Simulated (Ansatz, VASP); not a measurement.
ZnHgO2: VASP beside Ansatz

The input INCAR:

```
  PREC = Accurate
  ENCUT = 520
  EDIFF = 1E-6
  ISMEAR = -1
  SIGMA = 0.02
  LREAL = False
  LASPH = True
  NELM = 100
  ALGO = Normal
  ISIF = 2
  LWAVE = False
  LCHARG = False
  GGA = PE
  NBANDS = 26
```

The input KPOINTS:

```
Automatic mesh
0
Gamma
  8 8 6
```

File POSCAR:

```
ZnHgO2
1.0
    3.3263897680      0.0000000000      0.0000000000
    0.0000000000      3.3263897680      0.0000000000
    0.0000000000      0.0000000000      5.1930705645
Zn O Hg
1 2 1
Direct
    0.0000000000      0.0000000000      0.0000000000
    0.0000000000      0.5000000000      0.2034319238
    0.5000000000      0.0000000000      0.7965680762
    0.5000000000      0.5000000000      0.5000000000
```

Input for Ansatz:

```yaml
crystal:
  lattice:
    - [3.326389768, 0.0, 0.0]
    - [0.0, 3.326389768, 0.0]
    - [0.0, 0.0, 5.1930705645]
  atoms:
    - { symbol: Zn, position: [0.0, 0.0, 0.0] }
    - { symbol: O, position: [0.0, 0.5, 0.2034319238] }
    - { symbol: Hg, position: [0.5, 0.5, 0.5] }
    - { symbol: O, position: [0.5, 0.0, 0.7965680762] }
kpoints:
  mp_grid: { grid: [8, 8, 6] }
  band_path:
    path:
      - [0.0, 0.0, 0.0]
      - [0.0, 0.5, 0.0]
      - [0.5, 0.5, 0.0]
      - [0.0, 0.0, 0.5]
      - [0.0, 0.5, 0.5]
      - [0.5, 0.5, 0.5]
      - [0.0, 0.0, 0.1]
    npoints: 1
hamiltonian:
  xc: pbe
scf:
  occupations: { method: fermi_dirac, width: 0.02 }
  n_extra_bands: 5
output:
  forces: true
  stress: true
  eigenvalues: true
```

Alike in both runs: task single point; functional PBE; k mesh 8 × 8 × 6; occupations fermi-dirac, width 0.02 eV; no spin polarisation.

```csv
,VASP,Ansatz
version,VASP 6.6.1,Ansatz 0.2.0
potentials or method,"VASP PAW PBE potentials, release 64 (Zn, O, Hg)","plane waves, PAW"
plane-wave cutoff (eV),520,420
valence electrons in the cell,36,44
```

```tsv
	VASP	Ansatz	Ansatz less VASP
pressure (GPa)	6.0	4.9	-1.05
rms of the force components (eV/Å)	0.004	0.008	+0.0032
```

With one functional, cell and mesh, what is left measures potentials, basis and numerics. VASP's potentials hold 36 valence electrons a cell and Ansatz's 44, so a difference there can come from the potentials and not from the codes.

Neither program's run includes spin-orbit coupling.
